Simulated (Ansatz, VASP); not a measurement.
**Mg in VASP and in Ansatz**

Contents of INCAR:

```
SYSTEM = Mg
ALGO     = Fast           ! electronic algorithm
EDIFF    = 1E-6           ! SCF threshold, eV
EDIFFG   = -0.05          ! ionic threshold
ENCUT    = 600            ! plane-wave cutoff, eV
GGA      = PE             ! functional
IBRION   = 2              ! ionic algorithm
ISIF     = 3              ! what is computed and relaxed
ISMEAR   = 0              ! smearing method
LASPH    = .TRUE.         ! aspherical terms in the spheres
LCHARG   = .FALSE.        ! write CHGCAR
LREAL    = .FALSE.        ! projectors in reciprocal space
LWAVE    = .FALSE.        ! write WAVECAR
NELM     = 80             ! most SCF steps
NSW      = 80             ! ionic steps
PREC     = Accurate       ! precision mode
SIGMA    = 0.1            ! smearing width, eV
```

Contents of KPOINTS:

```
k-points
0
G
  10 10 10
  0 0 0
```

The input POSCAR:

```
Mg
1.0
   -1.5428193031      1.5428193031      1.4424670212
    1.5428193031     -1.5428193031      1.4424670212
    1.5428193031      1.5428193031     -1.4424670212
Mg
1
Direct
    0.0000000000      0.0000000000      0.0000000000
```

Input for Ansatz:

```yaml
crystal:
  lattice:
    - [-1.5428193031, 1.5428193031, 1.4424670212]
    - [1.5428193031, -1.5428193031, 1.4424670212]
    - [1.5428193031, 1.5428193031, -1.4424670212]
  atoms:
    - { symbol: Mg, position: [0.0, 0.0, 0.0] }
basis:
  ecutwfc: 420
kpoints:
  mp_grid: { grid: [10, 10, 10] }
hamiltonian:
  xc: pbe
scf:
  occupations: { method: gaussian, width: 0.1 }
output:
  forces: true
  stress: true
  eigenvalues: true
relax:
  adjacent_minimum: "off"
  f_tol: 0.05
  max_steps: 60
  cell: { stress_tol: 0.5 }
```

Alike in both runs: task relaxation of cell and atoms; functional PBE; k mesh 10 × 10 × 10; occupations gaussian, width 0.1 eV; no spin polarisation.

|  | VASP | Ansatz |
| --- | --- | --- |
| version | VASP 6.6.1 | Ansatz 0.2.0 |
| potentials or method | VASP PAW PBE potentials, release 64 (Mg), cutoff 600 eV | scalar-relativistic, plane waves, PAW |
| valence electrons in the cell | 2 | 10 |

Ansatz gave:

```
gap on the k mesh at the Fermi level, each at its own relaxed structure (eV) : none
relaxed volume (Å³/atom)                                                     : 22.83
relaxed cell length with the largest relative difference (Å)                 : 3.097
```

Task: Estimate VASP's values.

Result: gap on the k mesh at the Fermi level, each at its own relaxed structure (eV): none; relaxed volume (Å³/atom): 22.96; relaxed cell length with the largest relative difference (Å): 3.104.

A gap of «none» marks a metal or a gap that the smearing closes. VASP's potentials hold 2 valence electrons a cell and Ansatz's 10, so a difference there can come from the potentials and not from the codes.

Noted on VASP's run: the volume moved by over 15 % at a fixed basis, so the end points are rough.
